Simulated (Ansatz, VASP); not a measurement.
# Mg2FeH6: VASP beside Ansatz

The input INCAR:

```
SYSTEM = Mg2FeH6
  ALGO = Normal
  EDIFF = 1E-6
  EDIFFG = -0.01
  ENCUT = 520
  GGA = CA
  IBRION = 2
  ISIF = 2
  ISMEAR = 0
  LASPH = .True.
  LCHARG = .False.
  LREAL = .False.
  LWAVE = .False.
  NELM = 100
  NSW = 50
  PREC = Accurate
  SIGMA = 0.02
```

KPOINTS

```
k-points
0
Gamma
  8 8 8
  0 0 0
```

The input POSCAR:

```
Mg2FeH6
1.0
    0.0000000000      3.1705335262      3.1705335262
    3.1705335262      0.0000000000      3.1705335262
    3.1705335262      3.1705335262      0.0000000000
Mg Fe H
2 1 6
Direct
    0.2500000000      0.2500000000      0.2500000000
    0.7500000000      0.7500000000      0.7500000000
    0.0000000000      0.0000000000      0.0000000000
    0.7548406824      0.2451593176      0.2451593176
    0.2451593176      0.7548406824      0.2451593176
    0.2451593176      0.7548406824      0.7548406824
    0.7548406824      0.2451593176      0.7548406824
    0.2451593176      0.2451593176      0.7548406824
    0.7548406824      0.7548406824      0.2451593176
```

Input for Ansatz:

```yaml
crystal:
  lattice:
    - [0.0, 3.1705335262, 3.1705335262]
    - [3.1705335262, 0.0, 3.1705335262]
    - [3.1705335262, 3.1705335262, 0.0]
  atoms:
    - { symbol: Mg, position: [0.25, 0.25, 0.25] }
    - { symbol: Mg, position: [0.75, 0.75, 0.75] }
    - { symbol: Fe, position: [0.0, 0.0, 0.0] }
    - { symbol: H, position: [0.7548406824, 0.2451593176, 0.2451593176] }
    - { symbol: H, position: [0.2451593176, 0.7548406824, 0.2451593176] }
    - { symbol: H, position: [0.2451593176, 0.7548406824, 0.7548406824] }
    - { symbol: H, position: [0.7548406824, 0.2451593176, 0.7548406824] }
    - { symbol: H, position: [0.2451593176, 0.2451593176, 0.7548406824] }
    - { symbol: H, position: [0.7548406824, 0.7548406824, 0.2451593176] }
basis:
  ecutwfc: 420
kpoints:
  mp_grid: { grid: [8, 8, 8] }
hamiltonian:
  xc: lda
scf:
  occupations: { method: gaussian, width: 0.02 }
output:
  forces: true
  stress: true
  eigenvalues: true
relax:
  adjacent_minimum: "off"
  f_tol: 0.01
  max_steps: 30
```

Alike in both runs: task relaxation of the atoms; functional LDA; k mesh 8 × 8 × 8; occupations gaussian, width 0.02 eV; no spin polarisation.

|  | VASP | Ansatz |
| --- | --- | --- |
| version | VASP 6.6.1 | Ansatz 0.2.0 |
| potentials or method | VASP PAW LDA potentials, release 64 (Mg, Fe, H), cutoff 520 eV | scalar-relativistic, plane waves, PAW |
| valence electrons in the cell | 18 | 42 |

Ansatz gave:

| Item | Value |
| --- | --- |
| gap on the k mesh at the Fermi level, each at its own relaxed structure (eV) | 1.77 |

Question: Estimate VASP's values.

Answer: gap on the k mesh at the Fermi level, each at its own relaxed structure (eV): 1.74.

LDA's correlation is that of Perdew and Zunger in VASP and of Perdew and Wang (1992) in Ansatz. VASP's potentials hold 18 valence electrons a cell and Ansatz's 42, so a difference there can come from the potentials and not from the codes. Ansatz's warnings: stress scf threshold loose.
